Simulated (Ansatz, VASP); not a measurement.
**One calculation of ZrO2, two programs**

```
Zr O
1.0
     0.00000    2.56991    2.56991
     2.56991    0.00000    2.56991
     2.56991    2.56991    0.00000
Zr O
1 2
Direct
  0.00000 0.00000 0.00000
  0.25000 0.25000 0.25000
  0.75000 0.75000 0.75000
```

Alike in both runs: task single point; functional r2SCAN; k mesh 8 × 8 × 8; no spin polarisation.

|  | VASP | Ansatz |
| --- | --- | --- |
| version | VASP 6.6.1 | Ansatz 0.2.0 |
| potentials or method | VASP PAW PBE potentials, release 64 (Zr_sv, O) | plane waves, PAW |
| plane-wave cutoff (eV) | 660 | 500 |
| occupations | gaussian, width 0.01 eV | fixed |
| valence electrons in the cell | 24 | 24 |

|  | VASP | Ansatz | Ansatz less VASP |
| --- | --- | --- | --- |
| gap on the k mesh at the Fermi level (eV) | 3.78 | 3.79 | +0.011 |
| pressure (GPa) | -7.2 | -7.2 | +0.02 |

VASP's potentials were made for PBE, not for r2SCAN.
